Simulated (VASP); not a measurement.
Input of a VASP 6.6.1 run:

The input INCAR:

```
  ALGO = Normal
  EDIFF = 1E-6
  ENCUT = 500
  GGA = PE
  GGA_COMPAT = F
  ISIF = 2
  ISMEAR = 0
  IVDW = 12
  LASPH = T
  LCHARG = F
  LREAL = F
  LWAVE = F
  NBANDS = 94
  NELM = 120
  PREC = Accurate
  SIGMA = 0.02
```

Contents of KPOINTS:

```
k-points
0
Gamma
  2 2 2
```

POSCAR

```
TePb
1.0
    0.0000000000      6.4620000000      6.4620000000
    6.4620000000      0.0000000000      6.4620000000
    6.4620000000      6.4620000000      0.0000000000
Te Pb
8 8
Direct
    0.2500000000      0.2500000000      0.2500000000
    0.2500000000      0.2500000000      0.7500000000
    0.2500000000      0.7500000000      0.2500000000
    0.2500000000      0.7500000000      0.7500000000
    0.7500000000      0.2500000000      0.2500000000
    0.7500000000      0.2500000000      0.7500000000
    0.7500000000      0.7500000000      0.2500000000
    0.7500000000      0.7500000000      0.7500000000
    0.0000000000      0.0000000000      0.0000000000
    0.0000000000      0.0000000000      0.5000000000
    0.0000000000      0.5000000000      0.0000000000
    0.0000000000      0.5000000000      0.5000000000
    0.5000000000      0.0000000000      0.0000000000
    0.5000000000      0.0000000000      0.5000000000
    0.5000000000      0.5000000000      0.0000000000
    0.5000000000      0.5000000000      0.5000000000
```

Potentials or basis: VASP PAW PBE potentials, release 64 (Te, Pb_d).

Run with:

```bash
$ cat potpaw_PBE.64/Te/POTCAR potpaw_PBE.64/Pb_d/POTCAR > POTCAR
$ mpirun -np 1 vasp_std > vasp.out
```

(1) Predict the band gap on the k mesh.

(2) Predict the pressure.

(3) Predict the dispersion energy per atom.

Results:

(1) 0.73 eV.

(2) 0.1 GPa.

(3) -0.402 eV.

Caveat: the k points lie up to 0.42 Å⁻¹ apart; spin-orbit coupling is left out, which moves the levels of the heavy elements.
